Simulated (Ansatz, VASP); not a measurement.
## One calculation of Al3Cu, two programs

File INCAR:

```
SYSTEM = Al3Cu
ALGO = Normal ; EDIFF = 1E-6
ENCUT = 520 ; ISIF = 2
ISMEAR = 0 ; LASPH = .True.
LCHARG = .True. ; LELF = .True.
LREAL = .False. ; LVHAR = .True.
LWAVE = .False. ; NBANDS = 18
NELM = 60 ; PREC = Accurate
SIGMA = 0.15
```

File KPOINTS:

```
k-points
0
Gamma
  10 10 10
  0 0 0
```

File POSCAR:

```
Al3Cu
1.0
    3.9898006248      0.0000000000      0.0000000000
    0.0000000000      3.9898006248      0.0000000000
    0.0000000000      0.0000000000      3.5850382426
Al Cu
3 1
Direct
    0.0000000000      0.5000000000      0.5000000000
    0.5000000000      0.0000000000      0.5000000000
    0.5000000000      0.5000000000      0.0000000000
    0.0000000000      0.0000000000      0.0000000000
```

Input for Ansatz:

```yaml
crystal:
  lattice:
    - [3.9898006248, 0.0, 0.0]
    - [0.0, 3.9898006248, 0.0]
    - [0.0, 0.0, 3.5850382426]
  atoms:
    - { symbol: Al, position: [0.0, 0.5, 0.5] }
    - { symbol: Al, position: [0.5, 0.0, 0.5] }
    - { symbol: Al, position: [0.5, 0.5, 0.0] }
    - { symbol: Cu, position: [0.0, 0.0, 0.0] }
basis:
  ecutwfc: 520.0
kpoints:
  mp_grid: { grid: [10, 10, 10] }
hamiltonian:
  xc: lda
  pseudopotentials: { kind: paw, azcp: { folder: soft_1 } }
scf:
  occupations: { method: gaussian, width: 0.15 }
output:
  forces: true
  stress: true
  eigenvalues: true
```

Change from the starting cell: mode 8 frozen in at +0.000 Å, strain +e along z and -e/2 along x and y -0.0700.

Alike in both runs: task single point; functional LDA; k mesh 10 × 10 × 10; occupations gaussian, width 0.15 eV; no spin polarisation.

```csv
,VASP,Ansatz
version,VASP 6.6.1,Ansatz 0.2.0
potentials or method,"VASP PAW LDA potentials, release 64 (Al, Cu), cutoff 520 eV","scalar-relativistic, plane waves, PAW"
valence electrons in the cell,20,28
```

|  | VASP | Ansatz | Ansatz less VASP |
| --- | --- | --- | --- |
| gap on the k mesh at the Fermi level (eV) | none | none | - |
| pressure (GPa) | 1.0 | 0.8 | -0.23 |
| traceless stress, the component that is largest in VASP (GPa) | 6.29 | 6.26 | -0.028 |

Ansatz warns that its potentials were made for another functional, while VASP's fit it. LDA's correlation is that of Perdew and Zunger in VASP and of Perdew and Wang (1992) in Ansatz. A gap of «none» marks a metal or a gap that the smearing closes. VASP's potentials hold 20 valence electrons a cell and Ansatz's 28, so a difference there can come from the potentials and not from the codes.
